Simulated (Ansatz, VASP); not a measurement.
**C: VASP beside Ansatz**

```
CELL_PARAMETERS angstrom
0.00000 2.12940 3.69132
1.22943 0.00000 3.69132
1.22943 2.12940 0.00000
ATOMIC_POSITIONS crystal
C 0.16670 0.83330 0.16670
C 0.83330 0.16670 0.83330
```

Alike in both runs: task relaxation of cell and atoms; functional PBEsol; k mesh 14 × 14 × 14; occupations gaussian, width 0.02 eV; no spin polarisation.

|  | VASP | Ansatz |
| --- | --- | --- |
| version | VASP 6.6.1 | Ansatz 0.2.0 |
| potentials or method | VASP PAW PBE potentials, release 64 (C_h), cutoff 910 eV | scalar-relativistic, plane waves, PAW |
| valence electrons in the cell | 8 | 8 |

```csv
,VASP,Ansatz,Ansatz less VASP
"gap on the k mesh at the Fermi level, each at its own relaxed structure (eV)",0.65,0.71,+0.061
relaxed volume (Å³/atom),9.49,9.66,+0.176
relaxed cell length with the largest relative difference (Å),3.827,3.891,+0.0640
```

VASP's potentials were made for PBE, not for PBEsol.

Noted on VASP's run: the cutoff is short for stress, so the pressure is rough.
